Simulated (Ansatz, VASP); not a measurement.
# Two plane-wave programs on KF

```xyz
2
Lattice="0.0000 2.6869 2.6735 2.6869 0.0000 2.6735 2.6869 2.6869 0.0000" Properties=species:S:1:pos:R:3 pbc="T T T"
K     0.0000    0.0000    0.0000
F     2.6869    2.6869    2.6735
```

Change from the starting cell: strain +0.0050 x Voigt [1, 1, 0, 0, 0, 0], atoms carried along.

Alike in both runs: task single point; functional r2SCAN; k mesh 8 × 8 × 8; occupations gaussian, width 0.05 eV; no spin polarisation.

|  | VASP | Ansatz |
| --- | --- | --- |
| version | VASP 6.6.1 | Ansatz 0.2.0 |
| potentials or method | VASP PAW PBE potentials, release 64 (K_sv, F), cutoff 520 eV | scalar-relativistic, plane waves, PAW |
| valence electrons in the cell | 16 | 16 |

Ansatz gave:

- gap on the k mesh at the Fermi level (eV): 6.76
- least direct gap on the mesh (eV): 6.76
- pressure (GPa): -0.9
- traceless stress, the component that is largest in VASP (GPa): 0.18

Question: Estimate VASP's values.

Answer: gap on the k mesh at the Fermi level (eV): 6.76; least direct gap on the mesh (eV): 6.76; pressure (GPa): -0.9; traceless stress, the component that is largest in VASP (GPa): 0.19.

VASP's potentials were made for PBE, not for r2SCAN.
